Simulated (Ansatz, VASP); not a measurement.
**Two plane-wave programs on RbSr2Si4**

```
Rb Sr Si
1.0
     4.33135    0.00000    0.00000
     0.00000    4.33135    0.00000
     0.00000    0.00000   11.29195
Rb Sr Si
1 2 4
Direct
  0.00000 0.00000 0.00000
  0.00000 0.00000 0.67584
  0.00000 0.00000 0.32416
  0.50000 0.50000 0.59633
  0.50000 0.50000 0.79358
  0.50000 0.50000 0.20642
  0.50000 0.50000 0.40367
```

Alike in both runs: task relaxation of cell and atoms; functional PBE; dispersion D3(BJ); k mesh 10 × 10 × 4; occupations gaussian, width 0.1 eV; no spin polarisation.

```csv
,VASP,Ansatz
version,VASP 6.6.1,Ansatz 0.2.0
potentials or method,"VASP PAW PBE potentials, release 64 (Rb_sv, Sr_sv, Si), cutoff 500 eV","scalar-relativistic, plane waves, PAW"
valence electrons in the cell,45,45
```

```tsv
	VASP	Ansatz	Ansatz less VASP
gap on the k mesh at the Fermi level, each at its own relaxed structure (eV)	none	none	-
relaxed volume (Å³/atom)	30.28	30.17	-0.111
relaxed cell length with the largest relative difference (Å)	11.309	11.294	-0.0151
```

A gap of «none» marks a metal or a gap that the smearing closes.
